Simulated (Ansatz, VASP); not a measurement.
Ni in VASP and in Ansatz

INCAR

```
SYSTEM = Ni
  PREC = Accurate
  ENCUT = 520
  EDIFF = 1E-6
  ISMEAR = -1
  SIGMA = 0.05
  LREAL = .False.
  LASPH = .True.
  NELM = 150
  ALGO = Normal
  ISIF = 2
  LWAVE = .False.
  LCHARG = .True.
  ISPIN = 2
  MAGMOM = 1
  LORBIT = 11
  LMAXMIX = 4
  GGA = PS
  LELF = .True.
  LVHAR = .True.
  NBANDS = 15
```

The input KPOINTS:

```
regular mesh
0
Gamma
  19 19 19
  0 0 0
```

File POSCAR:

```
Ni
1.0
    0.0000000000      1.4441357910      1.4441357910
    1.4441357910      0.0000000000      1.4441357910
    1.4441357910      1.4441357910      0.0000000000
Ni
1
Direct
    0.0000000000      0.0000000000      0.0000000000
```

Input for Ansatz:

```yaml
crystal:
  lattice:
    - [0.0, 1.444135791, 1.444135791]
    - [1.444135791, 0.0, 1.444135791]
    - [1.444135791, 1.444135791, 0.0]
  atoms:
    - { symbol: Ni, position: [0.0, 0.0, 0.0], spin: 1.0 }
magnetization:
  spin_polarized: true
kpoints:
  mp_grid: { grid: [19, 19, 19] }
scf:
  occupations: { method: fermi_dirac, width: 0.05 }
hamiltonian:
  xc: pbesol
  pseudopotentials: { kind: paw }
output:
  forces: true
  stress: true
  eigenvalues: true
  populations: true
```

Change from the starting cell: volume scaled by 0.58, PAW files.

Alike in both runs: task single point; functional PBEsol; k mesh 19 × 19 × 19; occupations fermi-dirac, width 0.05 eV; collinear spin.

```csv
,VASP,Ansatz
version,VASP 6.6.1,Ansatz 0.2.0
potentials or method,"VASP PAW PBE potentials, release 64 (Ni)","PAW with Ansatz's default frozen-core files, scalar-relativistic"
plane-wave cutoff (eV),520,420
valence electrons in the cell,10,18
```

```csv
,VASP,Ansatz,Ansatz less VASP
pressure (GPa),456.4,455.2,-1.20
net moment per atom (μB),0.43,0.43,+0.006
size of the moment on the site where the two differ most (μB),0.40,0.44,+0.040
```

VASP's potentials were made for PBE, not for PBEsol. Site moments also hang on the region over which each program counts them. Both programs put the cell under a high pressure, so it lies far from rest at this level. VASP's potentials hold 10 valence electrons a cell and Ansatz's 18, so a difference there can come from the potentials and not from the codes.

Noted on VASP's run: the cell as given lies far from equilibrium.
